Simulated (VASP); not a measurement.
Here is a VASP 6.6.1 calculation.

Contents of INCAR:

```
PREC = Accurate ; ENCUT = 600
EDIFF = 1E-6 ; ISMEAR = 0
SIGMA = 0.02 ; LREAL = F
LASPH = T ; NELM = 60
ALGO = Normal ; ISIF = 3
LWAVE = F ; LCHARG = F
GGA = PE ; IBRION = 2
NSW = 100 ; EDIFFG = -0.005
```

File KPOINTS:

```
regular mesh
0
Gamma
  8 8 8
```

Contents of POSCAR:

```
NaCl
1.0
    0.0000000000      2.7940632177      2.7940632177
    2.7940632177      0.0000000000      2.7940632177
    2.7940632177      2.7940632177      0.0000000000
Na Cl
1 1
Direct
    0.0000000000      0.0000000000      0.0000000000
    0.5000000000      0.5000000000      0.5000000000
```

Potentials or basis: VASP PAW PBE potentials, release 64 (Na_pv, Cl).

The run is started by

```sh
$ cat potpaw_PBE.64/Na_pv/POTCAR potpaw_PBE.64/Cl/POTCAR > POTCAR
$ mpirun -np 1 vasp_std > vasp.out
```

(1) Predict the relaxed volume.

(2) What does it give for the space group after relaxing (to 0.05 Å)?

(3) Predict the relaxed cell.

(4) Predict the band gap on the k mesh.

Answers

(1) 23.13 Å³/atom.

(2) Fm-3m (No. 225).

(3) a = 4.030 Å, b = 4.030 Å, c = 4.030 Å, α = 60.00°, β = 60.00°, γ = 60.00°.

(4) 4.99 eV, direct.
